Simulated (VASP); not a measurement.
Al4Co, 10 atoms in the cell. The structure is hexagonal, space group P6/mmm (No. 191). The conventional cell has a = 6.169 Å, b = 6.169 Å, c = 4.971 Å, α = 90.00°, β = 90.00°, γ = 120.00°. Al (site symmetry mm2) has 6 Al at 2.16 to 2.86 Å and 2 Co at 2.51 Å within 2.9 Å. Al (site symmetry -6m2) has 9 Al at 2.86 to 3.56 Å and 6 Co at 3.76 Å within 3.8 Å. Within 3.1 Å of Co (site symmetry 6mm) lie 2 Co at 2.38 to 2.59 Å and 6 Al at 2.51 Å. The cell was generated, and may not be a known phase.

- Program: VASP 6.6.1
- Task: relaxation of cell and atoms
- Functional: PBE
- Potentials or basis: VASP PAW PBE potentials, release 64 (Al, Co)
- Cutoff: 600 eV
- k mesh: 3 × 3 × 3
- Occupations: gaussian, width 0.2 eV
- Spin: collinear spin, ferromagnetic start
- Starting moments: [0.0, 0.0, 0.0, 0.0, 0.0, 0.0, 0.0, 0.0, 3.0, 3.0] μB
- Dipole correction: no
- Further INCAR settings: ALGO = Normal; EDIFF = 1e-06; IBRION = 2; EDIFFG = -0.08; NSW = 36; ISIF = 3

Potentials or basis: VASP PAW PBE potentials, release 64 (Al, Co).

Command:

```sh
$ cat potpaw_PBE.64/Al/POTCAR potpaw_PBE.64/Co/POTCAR > POTCAR
$ mpirun -np 1 vasp_std > vasp.out
```

Hardware: 1 thread of Intel(R) Xeon(R) 6975P-C (Granite Rapids), on a shared host.

Task: How long does it take, and how much memory?

Result: It took 23 min on 1 thread of Intel(R) Xeon(R) 6975P-C (Granite Rapids), on a shared host, peak memory 0.4 GiB. Counts: scf iterations 149, k points 6, ion steps 12.
